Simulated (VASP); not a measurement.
# Ga (Im-3m) in VASP: a series of runs

Runs on Ga. Level: PBE. Tasks: single point, relaxation of cell and atoms.

All numbers are computed with VASP 6.6.1; they aren't measurements. Logs are shortened: lines on timing, memory, paths and dates and some standing lists are left out, and cuts for length are marked.

### Step 1. The cell of the first run

Symmetry: Im-3m, No. 229, cubic system. The conventional cell has a = 2.852 Å, b = 2.852 Å, c = 2.852 Å, α = 90.00°, β = 90.00°, γ = 90.00°. Ga (site symmetry m-3m) has 14 Ga at 2.47 to 2.85 Å within 3.3 Å.

This isn't the form of Ga at room conditions, which is orthorhombic.

### Step 2. Single point, PBE

Contents of INCAR:

```
SYSTEM = Ga
PREC = Accurate
ENCUT = 520
EDIFF = 1E-6
ISMEAR = -1
SIGMA = 0.05
LREAL = .FALSE.
LASPH = .TRUE.
NELM = 60
ALGO = Normal
ISIF = 2
LWAVE = .FALSE.
LCHARG = .FALSE.
GGA = PE
NBANDS = 12
```

Contents of KPOINTS:

```
Automatic mesh
0
G
  19 19 19
  0 0 0
```

Contents of POSCAR:

```
Ga
1.0
   -1.4262097130      1.4262097130      1.4262097130
    1.4262097130     -1.4262097130      1.4262097130
    1.4262097130      1.4262097130     -1.4262097130
Ga
1
Direct
    0.0000000000      0.0000000000      0.0000000000
```

Potentials or basis: VASP PAW PBE potentials, release 64 (Ga_d).

Run with:

```bash
$ cat potpaw_PBE.64/Ga_d/POTCAR > POTCAR
$ mpirun -np 1 vasp_std > vasp.out
```

OUTCAR:

```text
SYSTEM = Ga
   PREC = Accurate
   ENCUT = 520
   EDIFF = 1E-6
   ISMEAR = -1
   LREAL = .FALSE.
   LASPH = .TRUE.
   NELM = 60
   ISIF = 2
   GGA = PE

 ion  position               nearest neighbor table
   1  0.000  0.000  0.000-

  LATTYP: Found a body centered cubic cell.
 ALAT       =     2.8524194260

  Lattice vectors:

 A1 = (  -1.4262097130,   1.4262097130,   1.4262097130)
 A2 = (   1.4262097130,  -1.4262097130,   1.4262097130)
 A3 = (   1.4262097130,   1.4262097130,  -1.4262097130)

Analysis of symmetry for initial positions (statically):
=====================================================================
 Subroutine PRICEL returns:
 Original cell was already a primitive cell.

 Routine SETGRP: Setting up the symmetry group for a
 body centered cubic supercell.

 Subroutine GETGRP returns: Found 48 space group operations
 (whereof 48 operations were pure point group operations)
 out of a pool of 48 trial point group operations.

The static configuration has the point symmetry O_h .

Analysis of symmetry for dynamics (positions and initial velocities):
=====================================================================
 Subroutine PRICEL returns:
 Original cell was already a primitive cell.

 Routine SETGRP: Setting up the symmetry group for a
 body centered cubic supercell.

 Subroutine GETGRP returns: Found 48 space group operations
 (whereof 48 operations were pure point group operations)
 out of a pool of 48 trial point group operations.

The dynamic configuration has the point symmetry O_h .

 Subroutine INISYM returns: Found 48 space group operations
 (whereof 48 operations are pure point group operations),
 and found     1 'primitive' translations

----------------------------------------------------------------------------------------

                                     Primitive cell

  volume of cell :      11.6041

  direct lattice vectors                    reciprocal lattice vectors
    -1.426209713  1.426209713  1.426209713     0.000000000  0.350579578  0.350579578
     1.426209713 -1.426209713  1.426209713     0.350579578  0.000000000  0.350579578
     1.426209713  1.426209713 -1.426209713     0.350579578  0.350579578  0.000000000

  length of vectors
     2.470267685  2.470267685  2.470267685     0.495794395  0.495794395  0.495794395

  position of ions in fractional coordinates (direct lattice)
     0.000000000  0.000000000  0.000000000

  ion indices of the primitive-cell ions
   primitive index   ion index
                 1           1

----------------------------------------------------------------------------------------

 KPOINTS: Automatic mesh

Automatic generation of k-mesh.
 Grid dimensions read from file:
 generate k-points for:   19   19   19

 Generating k-lattice:

  Cartesian coordinates                     Fractional coordinates (reciprocal lattice)
     0.000000000  0.018451557  0.018451557     0.052631579  0.000000000  0.000000000
     0.018451557  0.000000000  0.018451557     0.000000000  0.052631579  0.000000000
     0.018451557  0.018451557  0.000000000     0.000000000  0.000000000  0.052631579

  Length of vectors
     0.026094442  0.026094442  0.026094442

  Shift w.r.t. Gamma in fractional coordinates (k-lattice)
     0.000000000  0.000000000  0.000000000

 Subroutine IBZKPT returns following result:
 ===========================================

 Found    220 irreducible k-points:

 Following reciprocal coordinates:
            Coordinates               Weight
  0.000000  0.000000  0.000000      1.000000
  0.052632  0.000000  0.000000     12.000000
  0.105263  0.000000  0.000000     12.000000
  0.157895  0.000000  0.000000     12.000000
  0.210526  0.000000  0.000000     12.000000
  0.263158  0.000000  0.000000     12.000000
[... 16 lines left out ...]
  0.263158  0.105263  0.000000     48.000000
  0.315789  0.105263  0.000000     48.000000
 [... further k-points ...]
   k-points           NKPTS =    220   k-points in BZ     NKDIM =    220   number of bands    NBANDS=     12
   number of dos      NEDOS =    301   number of ions     NIONS =      1
   total plane-waves  NPLWV =   5832
   dimension x,y,z NGX =    18 NGY =   18 NGZ =   18
   dimension x,y,z NGXF=    36 NGYF=   36 NGZF=   36
   ions per type =               1
   NGX,Y,Z   is equivalent  to a cutoff of  12.11, 12.11, 12.11 a.u.
   NGXF,Y,Z  is equivalent  to a cutoff of  24.23, 24.23, 24.23 a.u.
 SYSTEM =  Ga
   PREC   = accura    normal or accurate (medium, high low for compatibility)
   ISTART =      0    job   : 0-new  1-cont  2-samecut
   ICHARG =      2    charge: 1-file 2-atom 10-const
   ISPIN  =      1    spin polarized calculation?
   LNONCOLLINEAR =      F non collinear calculations
   LSORBIT =      F    spin-orbit coupling
   LASPH  =      T    aspherical Exc in radial PAW
   ENCUT  =  520.0 eV  38.22 Ry    6.18 a.u.   4.59  4.59  4.59*2*pi/ulx,y,z
   NELM   =     60;   NELMIN=  2; NELMDL= -5     # of ELM steps
   EDIFF  = 0.1E-05   stopping-criterion for ELM
   LREAL  =      F    real-space projection
   EDIFFG = 0.1E-04   stopping-criterion for IOM
   NSW    =      0    number of steps for IOM
   IBRION =     -1    ionic relax: 0-MD 1-quasi-New 2-CG
   NFREE  =      0    steps in history (QN), initial steepest desc. (CG)
   ISIF   =      2    stress and relaxation
   ISYM   =      2    0-nonsym 1-usesym 2-fastsym
   POTIM  = 0.5000    time-step for ionic-motion
   TEBEG  =    0.0;   TEEND  =   0.0 temperature during run
   PSTRESS=    0.0 pullay stress
   NELECT =      13.0000    total number of electrons
   NUPDOWN=      -1.0000    fix difference up-down
   EMIN   =  10.00;   EMAX   =-10.00  energy-range for DOS
   EFERMI =   0.00;   METHOD = LEGACY
   ISMEAR =    -1;   SIGMA  =   0.05  broadening in eV -4-tet -1-fermi 0-gaus
   EFERMI_NEDOS =   21; number of points for ismear=-14 and -15
   IALGO  =     38    algorithm
   IMIX   =      4    mixing-type and parameters
     AMIX     =   0.40;   BMIX     =  1.00
     AMIX_MAG =   1.60;   BMIX_MAG =  1.00
  volume/ion in A,a.u.               =      11.60        78.31
  Fermi-wavevector in a.u.,A,eV,Ry     =   1.700275  3.213054 39.333570  2.890936
  Thomas-Fermi vector in A             =   2.780440
   LORBIT       =      0    0 simple, 1 ext, 2 COOP (PROOUT), +10 PAW based schemes
   GGA     = PE    functional components
   LHFCALC =     F    Hartree Fock is set to
   AEXX    =    0.0000 exact exchange contribution
   IVDW    =     0    specifies the selected vdW correction
   LEPSILON=     F    determine dielectric tensor
   LRPA    =     F    only Hartree local field effects (RPA)
 non-spin polarized calculation
  energy-cutoff  :      520.00
  volume of cell :       11.60
 maximum number of plane-waves:       325
   NGX =  9   NGY =  9   NGZ =  9

 number of electron      13.0000010 magnetization

 Free energy of the ion-electron system (eV)
  ---------------------------------------------------
  ext. energy  EPLUGINS =         0.00000000
  ---------------------------------------------------
  free energy    TOTEN  =        -1.66617236 eV

  energy without entropy =       -1.66371735  energy(sigma->0) =       -1.66494485

 E-fermi :  11.5011     XC(G=0): -13.6887

 val. band max:       11.4894085114   @ k =   0.2632   0.2632   0.0526
 cond. band min:      11.5405846716   @ k =  -0.3684  -0.4737   0.2105
 fundamental gap:      0.0511761601
 Fermi energy:        11.5010745869

 k-point     1 :       0.0000    0.0000    0.0000
  band No.  band energies     occupation
      1      -4.5845      2.00000
      2      -4.5845      2.00000
      3      -4.5845      2.00000
      4      -4.3492      2.00000
      5      -4.0335      2.00000
      6      -4.0335      2.00000
      7      31.3529      0.00000
      8      31.3529      0.00000
      9      31.3529      0.00000
     10      32.3280      0.00000
     11      32.3280      0.00000
     12      32.3280      0.00000

 k-point     2 :       0.0526    0.0000    0.0000
  band No.  band energies     occupation
      1      -4.5926      2.00000
      2      -4.5836      2.00000
      3      -4.5616      2.00000
      4      -4.2416      2.00000
      5      -4.0405      2.00000
      6      -4.0332      2.00000
      7      29.4648      0.00000
      8      30.3820      0.00000
      9      30.7503      0.00000
     10      31.5703      0.00000
     11      31.6230      0.00000
     12      32.2033      0.00000

 k-point     3 :       0.1053    0.0000    0.0000
  band No.  band energies     occupation
      1      -4.6163      2.00000
      2      -4.5929      2.00000
      3      -4.4951      2.00000
      4      -4.0782      2.00000
      5      -4.0321      2.00000
      6      -3.8892      2.00000
      7      26.2386      0.00000
      8      28.7499      0.00000
      9      29.3732      0.00000
     10      30.3832      0.00000
     11      31.0040      0.00000
     12      32.4796      0.00000

 k-point     4 :       0.1579    0.0000    0.0000
  band No.  band energies     occupation
      1      -4.6527      2.00000
      2      -4.6225      2.00000
      3      -4.3908      2.00000
      4      -4.0992      2.00000
      5      -4.0301      2.00000
      6      -3.3265      2.00000
      7      23.0152      0.00000
      8      27.1447      0.00000
      9      27.9503      0.00000
     10      29.2806      0.00000
     11      30.3671      0.00000
     12      33.0693      0.00000

 k-point     5 :       0.2105    0.0000    0.0000
  band No.  band energies     occupation
      1      -4.6979      2.00000
      2      -4.6775      2.00000
      3      -4.2585      2.00000
      4      -4.1141      2.00000
      5      -4.0272      2.00000
      6      -2.5339      2.00000
      7      19.9153      0.00000
      8      25.6887      0.00000
      9      26.6634      0.00000
     10      28.3307      0.00000
     11      29.7934      0.00000
     12      33.9098      0.00000
[... 228 lines left out ...]
      1      -4.7053      2.00000
      2      -4.6246      2.00000
      3      -4.2961      2.00000
      4      -4.1264      2.00000
      5      -4.0359      2.00000
      6      -2.1730      2.00000
      7      20.1842      0.00000
      8      22.0160      0.00000
      9      25.4587      0.00000
     10      30.1848      0.00000
     11      31.8081      0.00000
     12      33.7137      0.00000

 k-point    22 :       0.2105    0.1053    0.0000
  band No.  band energies     occupation
      1      -4.7556      2.00000
      2      -4.6800      2.00000
      3      -4.1802      2.00000
      4      -4.1303      2.00000
      5      -4.0202      2.00000
      6      -1.1574      2.00000
      7      17.2512      0.00000
      8      20.9538      0.00000
      9      24.3982      0.00000
     10      29.4953      0.00000
     11      32.1816      0.00000
     12      33.7847      0.00000

 k-point    23 :       0.2632    0.1053    0.0000
  band No.  band energies     occupation
      1      -4.8124      2.00000
      2      -4.7435      2.00000
      3      -4.1209      2.00000
      4      -4.0838      2.00000
      5      -3.9783      2.00000
      6       0.0704      2.00000
      7      14.4827      0.00000
      8      20.0830      0.00000
      9      23.5222      0.00000
     10      28.9151      0.00000
     11      32.1170      0.00000
     12      34.4748      0.00000

 k-point    24 :       0.3158    0.1053    0.0000
  band No.  band energies     occupation
      1      -4.8734      2.00000
      2      -4.7942      2.00000
      3      -4.1027      2.00000
      4      -4.0517      2.00000
      5      -3.8884      2.00000
      6       1.5015      2.00000
      7      11.8939      0.00077
      8      19.4152      0.00000
      9      22.8503      0.00000
     10      28.4742      0.00000
     11      31.8810      0.00000
     12      35.5940      0.00000

 [... further k-points ...]

------------------------ aborting loop because EDIFF is reached ----------------------------------------

  FORCE on cell =-STRESS in cart. coord.  units (eV):
  Direction    XX          YY          ZZ          XY          YZ          ZX
  --------------------------------------------------------------------------------------
  -------------------------------------------------------------------------------------
  Total        5.9765845      5.9765845      5.9765845     -0.0000000     -0.0000000      0.0000000
  in kB      825.1891105    825.1891105    825.1891105     -0.0000000     -0.0000000      0.0000000
  external PRESSURE =     825.1891105 kB  Pullay stress =       0.0000000 kB

 VOLUME and BASIS-vectors are now :
 -----------------------------------------------------------------------------
  energy-cutoff  :      520.00
  volume of cell :       11.60
      direct lattice vectors                 reciprocal lattice vectors
    -1.426209713  1.426209713  1.426209713     0.000000000  0.350579578  0.350579578
     1.426209713 -1.426209713  1.426209713     0.350579578  0.000000000  0.350579578
     1.426209713  1.426209713 -1.426209713     0.350579578  0.350579578  0.000000000

 POSITION                                       TOTAL-FORCE (eV/Angst)
 -----------------------------------------------------------------------------------
      0.00000      0.00000      0.00000         0.000000      0.000000      0.000000
 -----------------------------------------------------------------------------------
    total drift:                                0.000000     -0.000000     -0.000000

  FREE ENERGIE OF THE ION-ELECTRON SYSTEM (eV)
  ---------------------------------------------------
  free  energy   TOTEN  =        -1.6661723569 eV

  energy  without entropy=       -1.6637173452  energy(sigma->0) =       -1.66494485
```

Wall time 35 s (1 thread of Intel Xeon 8259CL, shared host); peak memory 0.14 GiB.

What came out:

```
Free energy            : -1.6662 eV
Pressure               : 82.5 GPa
Band gap on the k mesh : zero (an odd number of electrons rules out a gap without spin polarisation)
```

Caveat: the cell stands under pressure.

(Part 1 of 2 ends here.)
